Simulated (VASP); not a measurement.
Runs of VASP 6.6.1 on Si2Ge. The structure is that of space group P-3m1 (No. 164), or close to it. The cells are those of the table. 

```tsv
level	cell	smearing	gap on the mesh (eV)	pressure (GPa)	largest force (eV/Å)
PBE	a = 3.899, b = 3.899, c = 9.554 Å, angles 90.0, 90.0, 120.0°, 6 atoms	fermi-dirac 0.02 eV	0.43	(a)	0.08
PBE	a = 3.929, b = 3.929, c = 9.631 Å, angles 90.0, 90.0, 120.0°, 6 atoms	fermi-dirac 0.02 eV	0.43	-0.1	-
r2SCAN	a = 3.899, b = 3.899, c = 9.554 Å, angles 90.0, 90.0, 120.0°, 6 atoms	gaussian 0.01 eV	0.63	-0.1	0.02
r2SCAN	a = 3.899, b = 3.899, c = 9.554 Å, angles 90.0, 90.0, 120.0°, 6 atoms	fermi-dirac 0.02 eV	0.63	-0.1	0.02
```

Alike in all rows: task single point; potentials or basis VASP PAW PBE potentials, release 64 (Si, Ge_d); no spin polarisation; k mesh 12 × 12 × 4; cutoff (eV) 520.

Question: Fill in the values left out.

Answer: (a) 1.9.

Caveats: the PAW data sets were made with another functional, which shifts forces and pressure a little (some runs).

A k mesh can miss the band edges, and the runs leave out spin-orbit coupling on Ge.
